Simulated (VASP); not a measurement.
# GaSb (I-4m2) in VASP: single point with PBE

Aim: the single point of GaSb with PBE.

Everything below comes from runs of VASP 6.6.1. Logs are shortened: lines on timing, memory, paths and dates and some standing lists are left out, and cuts for length are marked.

## Step 1: The cell of the first run

The structure is tetragonal, space group I-4m2 (No. 119). Conventional cell: a = 5.507 Å, b = 5.507 Å, c = 3.181 Å, α = 90.00°, β = 90.00°, γ = 90.00°. Ga (site symmetry -4m2) has 8 Sb at 2.87 to 3.64 Å and 2 Ga at 3.18 Å within 3.8 Å. Sb (site symmetry -4m2) has 8 Ga at 2.87 to 3.64 Å and 2 Sb at 3.18 Å within 3.8 Å.

## Step 2: Single point, PBE

The input, INCAR:

```
PREC = Accurate
ENCUT = 520
EDIFF = 1E-7
ISMEAR = 0
SIGMA = 0.15
LREAL = False
LASPH = True
NELM = 60
ALGO = Normal
ISIF = 2
LWAVE = False
LCHARG = True
GGA = PE
LELF = True
LVHAR = True
NBANDS = 16
```

The input, KPOINTS:

```
regular mesh
0
Gamma
  18 18 18
```

The input, POSCAR:

```
GaSb
1.0
   -2.7534340000      2.7534340000      1.5907070000
    2.7534340000     -2.7534340000      1.5907070000
    2.7534340000      2.7534340000     -1.5907070000
Ga Sb
1 1
Direct
    0.2500000000      0.7500000000      0.5000000000
    0.0000000000      0.0000000000      0.0000000000
```

Potentials or basis: VASP PAW PBE potentials, release 64 (Ga_d, Sb).

Command:

```sh
> cat potpaw_PBE.64/Ga_d/POTCAR potpaw_PBE.64/Sb/POTCAR > POTCAR
> mpirun -np 1 vasp_std > vasp.out
```

OUTCAR:

```text
PREC = Accurate
   ENCUT = 520
   EDIFF = 1E-7
   ISMEAR = 0
   LREAL = False
   LASPH = True
   NELM = 60
   ISIF = 2
   GGA = PE

 ion  position               nearest neighbor table
   1  0.250  0.750  0.500-   2 2.87   2 2.87   2 2.87   2 2.87
   2  0.000  0.000  0.000-   1 2.87   1 2.87   1 2.87   1 2.87

  LATTYP: Found a body centered tetragonal cell.
 ALAT       =     5.5068680000
 C/A-ratio  =     0.5777174975

  Lattice vectors:

 A1 = (  -2.7534340000,   2.7534340000,   1.5907070000)
 A2 = (   2.7534340000,  -2.7534340000,   1.5907070000)
 A3 = (   2.7534340000,   2.7534340000,  -1.5907070000)

Analysis of symmetry for initial positions (statically):
=====================================================================
 Subroutine PRICEL returns:
 Original cell was already a primitive cell.

 Routine SETGRP: Setting up the symmetry group for a
 body centered tetragonal supercell.

 Subroutine GETGRP returns: Found  8 space group operations
 (whereof  8 operations were pure point group operations)
 out of a pool of 16 trial point group operations.

The static configuration has the point symmetry D_2d.

Analysis of symmetry for dynamics (positions and initial velocities):
=====================================================================
 Subroutine PRICEL returns:
 Original cell was already a primitive cell.

 Routine SETGRP: Setting up the symmetry group for a
 body centered tetragonal supercell.

 Subroutine GETGRP returns: Found  8 space group operations
 (whereof  8 operations were pure point group operations)
 out of a pool of 16 trial point group operations.

The dynamic configuration has the point symmetry D_2d.

 Subroutine INISYM returns: Found  8 space group operations
 (whereof  8 operations are pure point group operations),
 and found     1 'primitive' translations

----------------------------------------------------------------------------------------

                                     Primitive cell

  volume of cell :      48.2391

  direct lattice vectors                    reciprocal lattice vectors
    -2.753434000  2.753434000  1.590707000     0.000000000  0.181591424  0.314325643
     2.753434000 -2.753434000  1.590707000     0.181591424  0.000000000  0.314325643
     2.753434000  2.753434000 -1.590707000     0.181591424  0.181591424  0.000000000

  length of vectors
     4.206322187  4.206322187  4.206322187     0.363009717  0.363009717  0.256809054

  position of ions in fractional coordinates (direct lattice)
     0.250000000  0.750000000  0.500000000
     0.000000000  0.000000000  0.000000000

  ion indices of the primitive-cell ions
   primitive index   ion index
                 1           1
                 2           2

----------------------------------------------------------------------------------------

 KPOINTS: regular mesh

Automatic generation of k-mesh.
 Grid dimensions read from file:
 generate k-points for:   18   18   18

 Generating k-lattice:

  Cartesian coordinates                     Fractional coordinates (reciprocal lattice)
     0.000000000  0.010088412  0.017462536     0.055555556 -0.000000000  0.000000000
     0.010088412  0.000000000  0.017462536    -0.000000000  0.055555556  0.000000000
     0.010088412  0.010088412  0.000000000     0.000000000  0.000000000  0.055555556

  Length of vectors
     0.020167207  0.020167207  0.014267170

  Shift w.r.t. Gamma in fractional coordinates (k-lattice)
     0.000000000  0.000000000  0.000000000

 Subroutine IBZKPT returns following result:
 ===========================================

 Found    480 irreducible k-points:

 Following reciprocal coordinates:
            Coordinates               Weight
  0.000000  0.000000  0.000000      1.000000
  0.055556  0.000000 -0.000000      8.000000
  0.111111  0.000000 -0.000000      8.000000
  0.166667  0.000000 -0.000000      8.000000
  0.222222 -0.000000  0.000000      8.000000
  0.277778  0.000000 -0.000000      8.000000
[... 16 lines left out ...]
 -0.277778  0.055556  0.000000     16.000000
 -0.222222  0.055556  0.000000     16.000000
 [... further k-points ...]
   k-points           NKPTS =    480   k-points in BZ     NKDIM =    480   number of bands    NBANDS=     16
   number of dos      NEDOS =    301   number of ions     NIONS =      2
   total plane-waves  NPLWV =  32768
   dimension x,y,z NGX =    32 NGY =   32 NGZ =   32
   dimension x,y,z NGXF=    64 NGYF=   64 NGZF=   64
   ions per type =               1   1
   NGX,Y,Z   is equivalent  to a cutoff of  12.65, 12.65, 12.65 a.u.
   NGXF,Y,Z  is equivalent  to a cutoff of  25.29, 25.29, 25.29 a.u.
 SYSTEM =  unknown system
   PREC   = accura    normal or accurate (medium, high low for compatibility)
   ISTART =      0    job   : 0-new  1-cont  2-samecut
   ICHARG =      2    charge: 1-file 2-atom 10-const
   ISPIN  =      1    spin polarized calculation?
   LNONCOLLINEAR =      F non collinear calculations
   LSORBIT =      F    spin-orbit coupling
   LASPH  =      T    aspherical Exc in radial PAW
   ENCUT  =  520.0 eV  38.22 Ry    6.18 a.u.   7.82  7.82  7.82*2*pi/ulx,y,z
   NELM   =     60;   NELMIN=  2; NELMDL= -5     # of ELM steps
   EDIFF  = 0.1E-06   stopping-criterion for ELM
   LREAL  =      F    real-space projection
   EDIFFG = 0.1E-05   stopping-criterion for IOM
   NSW    =      0    number of steps for IOM
   IBRION =     -1    ionic relax: 0-MD 1-quasi-New 2-CG
   NFREE  =      0    steps in history (QN), initial steepest desc. (CG)
   ISIF   =      2    stress and relaxation
   ISYM   =      2    0-nonsym 1-usesym 2-fastsym
   POTIM  = 0.5000    time-step for ionic-motion
   TEBEG  =    0.0;   TEEND  =   0.0 temperature during run
   PSTRESS=    0.0 pullay stress
   NELECT =      18.0000    total number of electrons
   NUPDOWN=      -1.0000    fix difference up-down
   EMIN   =  10.00;   EMAX   =-10.00  energy-range for DOS
   EFERMI =   0.00;   METHOD = LEGACY
   ISMEAR =     0;   SIGMA  =   0.15  broadening in eV -4-tet -1-fermi 0-gaus
   EFERMI_NEDOS =   21; number of points for ismear=-14 and -15
   IALGO  =     38    algorithm
   IMIX   =      4    mixing-type and parameters
     AMIX     =   0.40;   BMIX     =  1.00
     AMIX_MAG =   1.60;   BMIX_MAG =  1.00
  volume/ion in A,a.u.               =      24.12       162.77
  Fermi-wavevector in a.u.,A,eV,Ry     =   1.178598  2.227228 18.899772  1.389094
  Thomas-Fermi vector in A             =   2.314924
   LORBIT       =      0    0 simple, 1 ext, 2 COOP (PROOUT), +10 PAW based schemes
   GGA     = PE    functional components
   LHFCALC =     F    Hartree Fock is set to
   AEXX    =    0.0000 exact exchange contribution
   IVDW    =     0    specifies the selected vdW correction
   LEPSILON=     F    determine dielectric tensor
   LRPA    =     F    only Hartree local field effects (RPA)
 non-spin polarized calculation
 Gauss-broadening in eV      SIGMA  =   0.15
  energy-cutoff  :      520.00
  volume of cell :       48.24
 maximum number of plane-waves:      1318
   NGX = 15   NGY = 15   NGZ = 15

 number of electron      17.9999994 magnetization

 Free energy of the ion-electron system (eV)
  ---------------------------------------------------
  ext. energy  EPLUGINS =         0.00000000
  ---------------------------------------------------
  free energy    TOTEN  =        -6.99298677 eV

  energy without entropy =       -6.98333825  energy(sigma->0) =       -6.98816251

 E-fermi :   6.5827     XC(G=0): -10.2355

 val. band max:        6.5761235558   @ k =  -0.1667   0.1667   0.0556
 cond. band min:       6.5874196617   @ k =  -0.2778  -0.3333   0.0556
 fundamental gap:      0.0112961059
 Fermi energy:         6.5827389998

 k-point     1 :       0.0000    0.0000    0.0000
  band No.  band energies     occupation
      1      -8.3903      2.00000
      2      -8.3054      2.00000
      3      -8.2983      2.00000
      4      -8.2788      2.00000
      5      -8.2788      2.00000
      6      -5.3781      2.00000
[... 8 lines left out ...]
     15      16.3759      0.00000
     16      17.2351      0.00000

 k-point     2 :       0.0556    0.0000   -0.0000
  band No.  band energies     occupation
      1      -8.3864      2.00000
      2      -8.3058      2.00000
      3      -8.2977      2.00000
      4      -8.2805      2.00000
      5      -8.2805      2.00000
      6      -5.3193      2.00000
[... 8 lines left out ...]
     15      16.5910      0.00000
     16      16.9339      0.00000

 k-point     3 :       0.1111    0.0000   -0.0000
  band No.  band energies     occupation
      1      -8.3751      2.00000
      2      -8.3070      2.00000
      3      -8.2961      2.00000
      4      -8.2851      2.00000
      5      -8.2850      2.00000
      6      -5.1430      2.00000
[... 8 lines left out ...]
     15      15.7505      0.00000
     16      16.2399      0.00000

 k-point     4 :       0.1667    0.0000   -0.0000
  band No.  band energies     occupation
      1      -8.3579      2.00000
      2      -8.3090      2.00000
      3      -8.2960      2.00000
      4      -8.2921      2.00000
      5      -8.2894      2.00000
      6      -4.8507      2.00000
[... 8 lines left out ...]
     15      14.9978      0.00000
     16      16.0460      0.00000
[... 324 lines left out ...]
 k-point    22 :      -0.3333    0.0556    0.0000
  band No.  band energies     occupation
      1      -8.3267      2.00000
      2      -8.3134      2.00000
      3      -8.3108      2.00000
      4      -8.3020      2.00000
      5      -8.2820      2.00000
      6      -3.7800      2.00000
[... 8 lines left out ...]
     15      14.3137      0.00000
     16      16.4900      0.00000

 k-point    23 :      -0.2778    0.0556    0.0000
  band No.  band energies     occupation
      1      -8.3371      2.00000
      2      -8.3141      2.00000
      3      -8.3037      2.00000
      4      -8.2990      2.00000
      5      -8.2856      2.00000
      6      -4.3136      2.00000
[... 8 lines left out ...]
     15      14.6543      0.00000
     16      16.0747      0.00000

 k-point    24 :      -0.2222    0.0556    0.0000
  band No.  band energies     occupation
      1      -8.3570      2.00000
      2      -8.3113      2.00000
      3      -8.2962      2.00000
      4      -8.2918      2.00000
      5      -8.2877      2.00000
      6      -4.7437      2.00000
[... 8 lines left out ...]
     15      15.1675      0.00000
     16      15.9160      0.00000

 [... further k-points ...]

------------------------ aborting loop because EDIFF is reached ----------------------------------------

  FORCE on cell =-STRESS in cart. coord.  units (eV):
  Direction    XX          YY          ZZ          XY          YZ          ZX
  --------------------------------------------------------------------------------------
  -------------------------------------------------------------------------------------
  Total        0.1582925      0.1582925     -0.1325007      0.0000000      0.0000000      0.0000000
  in kB        5.2574040      5.2574040     -4.4007760      0.0000000      0.0000000      0.0000000
  external PRESSURE =       2.0380107 kB  Pullay stress =       0.0000000 kB

 VOLUME and BASIS-vectors are now :
 -----------------------------------------------------------------------------
  energy-cutoff  :      520.00
  volume of cell :       48.24
      direct lattice vectors                 reciprocal lattice vectors
    -2.753434000  2.753434000  1.590707000     0.000000000  0.181591424  0.314325643
     2.753434000 -2.753434000  1.590707000     0.181591424  0.000000000  0.314325643
     2.753434000  2.753434000 -1.590707000     0.181591424  0.181591424  0.000000000

 POSITION                                       TOTAL-FORCE (eV/Angst)
 -----------------------------------------------------------------------------------
      2.75343      0.00000      0.79535        -0.000000     -0.000000     -0.000000
      0.00000      0.00000      0.00000         0.000000      0.000000      0.000000
 -----------------------------------------------------------------------------------
    total drift:                                0.000000     -0.000000     -0.000000

  FREE ENERGIE OF THE ION-ELECTRON SYSTEM (eV)
  ---------------------------------------------------
  free  energy   TOTEN  =        -6.9929867674 eV

  energy  without entropy=       -6.9833382542  energy(sigma->0) =       -6.98816251
```

Run time: 6.3 min. Hardware: 1 thread of Intel Xeon Platinum 8259CL at 2.50GHz (Skylake/Cascade Lake), shared host; peak memory 0.49 GiB.

Results:

| Item | Value |
| --- | --- |
| Free energy | -6.9930 eV |
| Pressure | 0.2 GPa |
| Band gap on the k mesh | zero (band 9 reaches 8.35 eV, above the bottom of band 10 at 3.56 eV) |

Caveat: spin-orbit coupling is left out, which moves the levels of the heavy elements.
